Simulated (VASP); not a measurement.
# Ni (P6_3/mmc) in VASP: notebook

Runs on Ni. Level: LDA. Tasks: single point.

Program: VASP 6.6.1. These are calculated values, not measurements. Logs are shortened: lines on timing, memory, paths and dates and some standing lists are left out, and cuts for length are marked.

### 1 The cell of the first run

The structure is hexagonal, space group P6_3/mmc (No. 194). The conventional cell has a = 2.415 Å, b = 2.415 Å, c = 4.018 Å, α = 90.00°, β = 90.00°, γ = 120.00°. Within 3.2 Å of Ni (site symmetry -6m2) lie 12 Ni at 2.41 to 2.45 Å.

### 2 Single point, LDA, collinear spin, ferromagnetic start (volume scaled by 0.96)

INCAR

```
SYSTEM = Ni
PREC = Accurate
ENCUT = 520
EDIFF = 1E-6
ISMEAR = -1
SIGMA = 0.05
LREAL = .FALSE.
LASPH = .TRUE.
NELM = 150
ALGO = Fast
ISIF = 2
LWAVE = .FALSE.
LCHARG = .FALSE.
ISPIN = 2
MAGMOM = 1 1
LORBIT = 11
LMAXMIX = 4
NBANDS = 21
```

KPOINTS

```
Automatic mesh
0
G
  12 12 7
  0 0 0
```

POSCAR

```
Ni
1.0
    2.4149374515      0.0000000000      0.0000000000
   -1.2074687258      2.0913971816      0.0000000000
    0.0000000000      0.0000000000      4.0177628822
Ni
2
Direct
    0.6666666667      0.3333333333      0.7500000000
    0.3333333333      0.6666666667      0.2500000000
```

Potentials or basis: VASP PAW LDA potentials, release 64 (Ni).

Run with:

```sh
cat potpaw_LDA.64/Ni/POTCAR > POTCAR
mpirun -np 1 vasp_std > vasp.out
```

OUTCAR:

```text
SYSTEM = Ni
   PREC = Accurate
   ENCUT = 520
   EDIFF = 1E-6
   ISMEAR = -1
   LREAL = .FALSE.
   LASPH = .TRUE.
   NELM = 150
   ISIF = 2
   ISPIN = 2
   LORBIT = 11

 ion  position               nearest neighbor table
   1  0.667  0.333  0.750-   2 2.45   2 2.45   2 2.45   2 2.45   2 2.45   2 2.45
   2  0.333  0.667  0.250-   1 2.45   1 2.45   1 2.45   1 2.45   1 2.45   1 2.45

  LATTYP: Found a hexagonal cell.
 ALAT       =     2.4149374515
 C/A-ratio  =     1.6637130207

  Lattice vectors:

 A1 = (   2.4149374515,   0.0000000000,   0.0000000000)
 A2 = (  -1.2074687258,   2.0913971816,   0.0000000000)
 A3 = (   0.0000000000,   0.0000000000,   4.0177628822)

Analysis of symmetry for initial positions (statically):
=====================================================================
 Subroutine PRICEL returns:
 Original cell was already a primitive cell.

 Routine SETGRP: Setting up the symmetry group for a
 hexagonal supercell.

 Subroutine GETGRP returns: Found 24 space group operations
 (whereof 12 operations were pure point group operations)
 out of a pool of 24 trial point group operations.

The static configuration has the point symmetry D_3d.
 The point group associated with its full space group is D_6h.

Analysis of symmetry for dynamics (positions and initial velocities):
=====================================================================
 Subroutine PRICEL returns:
 Original cell was already a primitive cell.

 Routine SETGRP: Setting up the symmetry group for a
 hexagonal supercell.

 Subroutine GETGRP returns: Found 24 space group operations
 (whereof 12 operations were pure point group operations)
 out of a pool of 24 trial point group operations.

The dynamic configuration has the point symmetry D_3d.
 The point group associated with its full space group is D_6h.

Analysis of structural, dynamic, and magnetic symmetry:
=====================================================================
 Subroutine PRICEL returns:
 Original cell was already a primitive cell.

 Routine SETGRP: Setting up the symmetry group for a
 hexagonal supercell.

 Subroutine GETGRP returns: Found 24 space group operations
 (whereof 12 operations were pure point group operations)
 out of a pool of 24 trial point group operations.

The overall configuration has the point symmetry D_3d.
 The point group associated with its full space group is D_6h.

 Subroutine INISYM returns: Found 24 space group operations
 (whereof 12 operations are pure point group operations),
 and found     1 'primitive' translations

----------------------------------------------------------------------------------------

                                     Primitive cell

  volume of cell :      20.2921

  direct lattice vectors                    reciprocal lattice vectors
     2.414937452  0.000000000  0.000000000     0.414089400  0.239074626  0.000000000
    -1.207468726  2.091397182  0.000000000     0.000000000  0.478149253  0.000000000
     0.000000000  0.000000000  4.017762882     0.000000000  0.000000000  0.248894728

  length of vectors
     2.414937452  2.414937452  4.017762882     0.478149253  0.478149253  0.248894728

  position of ions in fractional coordinates (direct lattice)
     0.666666667  0.333333333  0.750000000
     0.333333333  0.666666667  0.250000000

  ion indices of the primitive-cell ions
   primitive index   ion index
                 1           1
                 2           2

----------------------------------------------------------------------------------------

 KPOINTS: Automatic mesh

Automatic generation of k-mesh.
 Grid dimensions read from file:
 generate k-points for:   12   12    7

 Generating k-lattice:

  Cartesian coordinates                     Fractional coordinates (reciprocal lattice)
     0.034507450  0.019922886  0.000000000     0.083333333  0.000000000  0.000000000
     0.000000000  0.039845771  0.000000000     0.000000000  0.083333333  0.000000000
     0.000000000  0.000000000  0.035556390     0.000000000  0.000000000  0.142857143

  Length of vectors
     0.039845771  0.039845771  0.035556390

  Shift w.r.t. Gamma in fractional coordinates (k-lattice)
     0.000000000  0.000000000  0.000000000

 Subroutine IBZKPT returns following result:
 ===========================================

 Found     76 irreducible k-points:

 Following reciprocal coordinates:
            Coordinates               Weight
  0.000000  0.000000  0.000000      1.000000
  0.083333  0.000000  0.000000      6.000000
  0.166667  0.000000  0.000000      6.000000
  0.250000 -0.000000  0.000000      6.000000
  0.333333  0.000000  0.000000      6.000000
  0.416667 -0.000000  0.000000      6.000000
[... 16 lines left out ...]
  0.250000 -0.000000  0.142857     12.000000
  0.333333  0.000000  0.142857     12.000000
 [... further k-points ...]
   k-points           NKPTS =     76   k-points in BZ     NKDIM =     76   number of bands    NBANDS=     21
   number of dos      NEDOS =    301   number of ions     NIONS =      2
   total plane-waves  NPLWV =   9720
   dimension x,y,z NGX =    18 NGY =   18 NGZ =   30
   dimension x,y,z NGXF=    36 NGYF=   36 NGZF=   60
   ions per type =               2
   NGX,Y,Z   is equivalent  to a cutoff of  12.39, 12.39, 12.41 a.u.
   NGXF,Y,Z  is equivalent  to a cutoff of  24.78, 24.78, 24.83 a.u.
 SYSTEM =  Ni
   PREC   = accura    normal or accurate (medium, high low for compatibility)
   ISTART =      0    job   : 0-new  1-cont  2-samecut
   ICHARG =      2    charge: 1-file 2-atom 10-const
   ISPIN  =      2    spin polarized calculation?
   LNONCOLLINEAR =      F non collinear calculations
   LSORBIT =      F    spin-orbit coupling
   LASPH  =      T    aspherical Exc in radial PAW
   ENCUT  =  520.0 eV  38.22 Ry    6.18 a.u.   4.49  4.49  7.47*2*pi/ulx,y,z
   NELM   =    150;   NELMIN=  2; NELMDL= -5     # of ELM steps
   EDIFF  = 0.1E-05   stopping-criterion for ELM
   LREAL  =      F    real-space projection
   EDIFFG = 0.1E-04   stopping-criterion for IOM
   NSW    =      0    number of steps for IOM
   IBRION =     -1    ionic relax: 0-MD 1-quasi-New 2-CG
   NFREE  =      0    steps in history (QN), initial steepest desc. (CG)
   ISIF   =      2    stress and relaxation
   ISYM   =      2    0-nonsym 1-usesym 2-fastsym
   POTIM  = 0.5000    time-step for ionic-motion
   TEBEG  =    0.0;   TEEND  =   0.0 temperature during run
   PSTRESS=    0.0 pullay stress
   NELECT =      20.0000    total number of electrons
   NUPDOWN=      -1.0000    fix difference up-down
   EMIN   =  10.00;   EMAX   =-10.00  energy-range for DOS
   EFERMI =   0.00;   METHOD = LEGACY
   ISMEAR =    -1;   SIGMA  =   0.05  broadening in eV -4-tet -1-fermi 0-gaus
   EFERMI_NEDOS =   21; number of points for ismear=-14 and -15
   IALGO  =     68    algorithm
   IMIX   =      4    mixing-type and parameters
     AMIX     =   0.40;   BMIX     =  1.00
     AMIX_MAG =   1.60;   BMIX_MAG =  1.00
  volume/ion in A,a.u.               =      10.15        68.47
  Fermi-wavevector in a.u.,A,eV,Ry     =   1.629206  3.078752 36.114098  2.654311
  Thomas-Fermi vector in A             =   2.721710
   LORBIT       =     11    0 simple, 1 ext, 2 COOP (PROOUT), +10 PAW based schemes
   GGA     = CA    functional components
   LHFCALC =     F    Hartree Fock is set to
   AEXX    =    0.0000 exact exchange contribution
   IVDW    =     0    specifies the selected vdW correction
   LEPSILON=     F    determine dielectric tensor
   LRPA    =     F    only Hartree local field effects (RPA)
 spin polarized calculation
 RMM-DIIS sequential band-by-band and
  energy-cutoff  :      520.00
  volume of cell :       20.29
 maximum number of plane-waves:       564
 NGX is ok and might be reduce to    18
   NGX =  9   NGY =  9   NGZ = 15

 number of electron      19.9999981 magnetization       1.1159606

 Free energy of the ion-electron system (eV)
  ---------------------------------------------------
  ext. energy  EPLUGINS =         0.00000000
  ---------------------------------------------------
  free energy    TOTEN  =       -13.11674976 eV

  energy without entropy =      -13.08107759  energy(sigma->0) =      -13.09891368

 E-fermi :  10.0750     XC(G=0): -14.0296

 val. band max:       10.0732607391   @ k =   0.3333   0.2500   0.4286
 cond. band min:      10.0781953603   @ k =   0.3333   0.1667   0.4286
 fundamental gap:      0.0049346212
 Fermi energy:        10.0749954787

 spin component 1

 k-point     1 :       0.0000    0.0000    0.0000
  band No.  band energies     occupation
      1       0.5819      1.00000
      2       4.8704      1.00000
      3       7.4811      1.00000
      4       7.6453      1.00000
      5       7.6453      1.00000
      6       7.9307      1.00000
[... 13 lines left out ...]
     20      37.5232      0.00000
     21      41.5397      0.00000

 k-point     2 :       0.0833    0.0000    0.0000
  band No.  band energies     occupation
      1       0.8391      1.00000
      2       5.0346      1.00000
      3       7.3610      1.00000
      4       7.7317      1.00000
      5       7.7632      1.00000
      6       7.8730      1.00000
[... 13 lines left out ...]
     20      40.0389      0.00000
     21      40.5822      0.00000

 k-point     3 :       0.1667    0.0000    0.0000
  band No.  band energies     occupation
      1       1.5859      1.00000
      2       5.4469      1.00000
      3       7.1131      1.00000
      4       7.3160      1.00000
      5       7.6605      1.00000
      6       8.0282      1.00000
[... 13 lines left out ...]
     20      39.7400      0.00000
     21      40.2582      0.00000
[... 457 lines left out ...]
 k-point    23 :       0.2500   -0.0000    0.1429
  band No.  band energies     occupation
      1       2.8940      1.00000
      2       5.7970      1.00000
      3       6.4885      1.00000
      4       6.9953      1.00000
      5       7.4366      1.00000
      6       8.0220      1.00000
[... 13 lines left out ...]
     20      37.2331      0.00000
     21      38.2490      0.00000

 k-point    24 :       0.3333    0.0000    0.1429
  band No.  band energies     occupation
      1       4.1188      1.00000
      2       5.7460      1.00000
      3       6.1219      1.00000
      4       6.9317      1.00000
      5       7.6117      1.00000
      6       7.8862      1.00000
[... 13 lines left out ...]
     20      35.8065      0.00000
     21      38.9755      0.00000

 [... further k-points ...]

 spin component 2

 k-point     1 :       0.0000    0.0000    0.0000
  band No.  band energies     occupation
      1       0.6249      1.00000
      2       5.2047      1.00000
      3       8.0306      1.00000
      4       8.1853      1.00000
      5       8.1853      1.00000
      6       8.4852      1.00000
[... 13 lines left out ...]
     20      37.6523      0.00000
     21      41.6799      0.00000

 k-point     2 :       0.0833    0.0000    0.0000
  band No.  band energies     occupation
      1       0.8825      1.00000
      2       5.3761      1.00000
      3       7.8945      1.00000
      4       8.2823      1.00000
      5       8.3067      1.00000
      6       8.4230      1.00000
[... 13 lines left out ...]
     20      40.1632      0.00000
     21      40.6920      0.00000

 k-point     3 :       0.1667    0.0000    0.0000
  band No.  band energies     occupation
      1       1.6317      1.00000
      2       5.8116      1.00000
      3       7.6221      1.00000
      4       7.6658      1.00000
      5       8.1969      1.00000
      6       8.5883      1.00000
[... 13 lines left out ...]
     20      39.8226      0.00000
     21      40.2640      0.00000
[... 457 lines left out ...]
 k-point    23 :       0.2500   -0.0000    0.1429
  band No.  band energies     occupation
      1       2.9549      1.00000
      2       6.1700      1.00000
      3       6.8631      1.00000
      4       7.4620      1.00000
      5       7.9580      1.00000
      6       8.5154      1.00000
[... 13 lines left out ...]
     20      37.3615      0.00000
     21      38.3492      0.00000

 k-point    24 :       0.3333    0.0000    0.1429
  band No.  band energies     occupation
      1       4.2386      1.00000
      2       6.1504      1.00000
      3       6.5098      1.00000
      4       7.3733      1.00000
      5       8.1104      1.00000
      6       8.4098      1.00000
[... 13 lines left out ...]
     20      35.9340      0.00000
     21      39.0776      0.00000

 [... further k-points ...]
[... 5 lines left out ...]
  --------------------------------------------------------------------------------------
  -------------------------------------------------------------------------------------
  Total       -0.1276189     -0.1276189     -0.5723299      0.0000000      0.0000000      0.0000000
  in kB      -10.0762492    -10.0762492    -45.1887503      0.0000000      0.0000000      0.0000000
  external PRESSURE =     -21.7804163 kB  Pullay stress =       0.0000000 kB

 VOLUME and BASIS-vectors are now :
 -----------------------------------------------------------------------------
  energy-cutoff  :      520.00
  volume of cell :       20.29
      direct lattice vectors                 reciprocal lattice vectors
     2.414937452  0.000000000  0.000000000     0.414089400  0.239074626  0.000000000
    -1.207468726  2.091397182  0.000000000     0.000000000  0.478149253  0.000000000
     0.000000000  0.000000000  4.017762882     0.000000000  0.000000000  0.248894728

 POSITION                                       TOTAL-FORCE (eV/Angst)
 -----------------------------------------------------------------------------------
      1.20747      0.69713      3.01332        -0.000000      0.000000      0.000000
     -0.00000      1.39426      1.00444         0.000000     -0.000000      0.000000
 -----------------------------------------------------------------------------------
    total drift:                               -0.000000      0.000000     -0.000000

  FREE ENERGIE OF THE ION-ELECTRON SYSTEM (eV)
  ---------------------------------------------------
  free  energy   TOTEN  =       -13.1167497622 eV

  energy  without entropy=      -13.0810775948  energy(sigma->0) =      -13.09891368

 total charge

# of ion       s       p       d       tot
------------------------------------------
    1        0.528   0.560   8.366   9.454
    2        0.528   0.560   8.366   9.454
--------------------------------------------------
tot          1.057   1.120  16.731  18.908

 magnetization (x)

# of ion       s       p       d       tot
------------------------------------------
    1       -0.004  -0.018   0.581   0.558
    2       -0.004  -0.018   0.581   0.558
--------------------------------------------------
tot         -0.009  -0.036   1.162   1.117
```

It took 26 s on 1 thread of Intel Xeon 6975P-C (Granite Rapids), shared host; peak memory 0.15 GiB.

Results:

```
Free energy                                           : -13.1167 eV
Pressure                                              : -2.2 GPa
Net moment                                            : 1.12 μB per cell
Site moments                                          : Ni +0.56 μB
Valence electrons inside the program's atomic spheres : Ni 9.45
```

### 3 Single point, LDA, collinear spin, ferromagnetic start (volume scaled by 0.98)

INCAR

```
SYSTEM = Ni
ALGO = Fast
EDIFF = 1E-7
ENCUT = 520
GGA = CA
ISIF = 2
ISMEAR = -1
ISPIN = 2
LASPH = .True.
LCHARG = .False.
LMAXMIX = 4
LORBIT = 11
LREAL = .False.
LWAVE = .False.
MAGMOM = 1 1
NBANDS = 21
NELM = 150
PREC = Accurate
SIGMA = 0.05
```

KPOINTS

```
k-points
0
Gamma
  12 12 7
  0 0 0
```

POSCAR

```
Ni
1.0
    2.4315927189      0.0000000000      0.0000000000
   -1.2157963594      2.1058210663      0.0000000000
    0.0000000000      0.0000000000      4.0454724674
Ni
2
Direct
    0.6666666667      0.3333333333      0.7500000000
    0.3333333333      0.6666666667      0.2500000000
```

Potentials or basis: VASP PAW LDA potentials, release 64 (Ni).

Run with:

```sh
cat potpaw_LDA.64/Ni/POTCAR > POTCAR
mpirun -np 1 vasp_std > vasp.out
```

Run time: 29 s. Hardware: 1 thread of Intel Xeon 6975P-C (Granite Rapids), shared host; peak memory 0.15 GiB.

The run converged. Its results:

| Property | Result |
| --- | --- |
| Free energy | -13.1047 eV |
| Pressure | -6.9 GPa |
| Net moment | 1.14 μB per cell |
| Site moments | Ni +0.57 μB |
| Valence electrons inside the program's atomic spheres | Ni 9.41 |

Stress tensor (GPa, compression positive):
```
-5.74  0.00  0.00
 0.00 -5.74  0.00
 0.00  0.00 -9.11
```

Levels at points of the mesh, in eV from the Fermi level:
Spin up:
```tsv
k point	band 8	band 9	band 10	band 11	band 12	band 13	band 14	band 15
(0.00, 0.00, 0.00)	-1.58	-1.58	-0.61	-0.61	-0.55	5.80	23.33	25.56
(0.50, 0.00, 0.00)	-0.46	-0.43	-0.34	1.34	3.32	9.57	10.13	12.81
```
Spin down:
```tsv
k point	band 6	band 7	band 8	band 9	band 10	band 11	band 12	band 13	band 14	band 15
(0.00, 0.00, 0.00)	-1.54	-1.54	-1.02	-1.02	-0.52	-0.01	-0.01	6.17	23.31	25.56
(0.50, 0.00, 0.00)	-1.85	-1.54	0.16	0.17	0.29	1.75	3.66	9.73	10.28	13.03
```

[end of part 1 of 2]
